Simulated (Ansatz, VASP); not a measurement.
PbS in VASP and in Ansatz

```xyz
2
Lattice="0.0000 3.2715 3.2715 3.2715 0.0000 3.2715 3.2715 3.2715 0.0000" Properties=species:S:1:pos:R:3 pbc="T T T"
Pb    0.0000    0.0000    0.0000
S     1.6357    1.6357    1.6357
```

Alike in both runs: functional PBEsol; k mesh 12 × 12 × 12; occupations fermi-dirac, width 0.05 eV; no spin polarisation.

Ansatz relaxed the structure, and its values are those at the end. VASP's run is a single point on that final structure, the one shown.

|  | VASP | Ansatz |
| --- | --- | --- |
| version | VASP 6.6.1 | Ansatz 0.2.0 |
| potentials or method | VASP PAW PBE potentials, release 64 (Pb_d, S) | PAW with Ansatz's default frozen-core files, scalar-relativistic |
| plane-wave cutoff (eV) | 520 | 420 |
| valence electrons in the cell | 20 | 20 |

|  | VASP | Ansatz | Ansatz less VASP |
| --- | --- | --- | --- |
| pressure (GPa) | 0.0 | 0.0 | +0.03 |

VASP's potentials were made for PBE, not for PBEsol.

Spin-orbit coupling is off throughout.
